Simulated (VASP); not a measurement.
Input of a VASP 6.6.1 run:

The input POSCAR:

```
ZnS
1.0
    3.6944748077      0.0000000000      0.0000000000
   -1.8472374039      3.1995090372      0.0000000000
    0.0000000000      0.0000000000     12.6534621202
Zn S
4 4
Direct
    0.0000000000      0.0000000000      0.0001143924
    0.0000000000      0.0000000000      0.5001143924
    0.3333333333      0.6666666667      0.2500706174
    0.6666666667      0.3333333333      0.7500706174
    0.0000000000      0.0000000000      0.1872361436
    0.0000000000      0.0000000000      0.6872361436
    0.3333333333      0.6666666667      0.4375788466
    0.6666666667      0.3333333333      0.9375788466
```

INCAR.step1

```
  PREC = Accurate
  ENCUT = 520
  ISMEAR = 0
  SIGMA = 0.05
  LREAL = F
  LASPH = T
  NELM = 80
  NBANDS = 46
  GGA = PE
  ALGO = Normal
  EDIFF = 1E-4
  LWAVE = T
  LCHARG = F
```

File INCAR.step2:

```
  PREC = Accurate
  ENCUT = 520
  EDIFF = 1E-7
  ISMEAR = 0
  SIGMA = 0.05
  LREAL = F
  LASPH = T
  NELM = 80
  ALGO = Normal
  ISIF = 2
  LWAVE = F
  LCHARG = T
  METAGGA = R2SCAN
  LMIXTAU = T
  LELF = T
  LVHAR = T
  NBANDS = 46
  ISTART = 1
```

The input KPOINTS:

```
Automatic mesh
0
Gamma
  6 6 2
```

Potentials or basis: VASP PAW PBE potentials, release 64 (Zn, S).

Run with:

```console
$ cat potpaw_PBE.64/Zn/POTCAR potpaw_PBE.64/S/POTCAR > POTCAR
$ cp INCAR.step1 INCAR
$ mpirun -np 1 vasp_std > vasp.out
$ cp INCAR.step2 INCAR
$ mpirun -np 1 vasp_std > vasp.out
```

Predict the band gap on the k mesh.

2.83 eV.

Predict the pressure.

4.3 GPa.

Estimate the largest force.

0.340 eV/Å.

Stress tensor (GPa, compression positive):
```
 6.76  0.00  0.00
 0.00  6.76  0.00
 0.00  0.00 -0.64
```

Caveat: the cell differs from its parent crystal (strain -0.030 along x and y, +0.015 along z); the cell stands under pressure; the PAW data sets were made with another functional, which shifts forces and pressure a little.
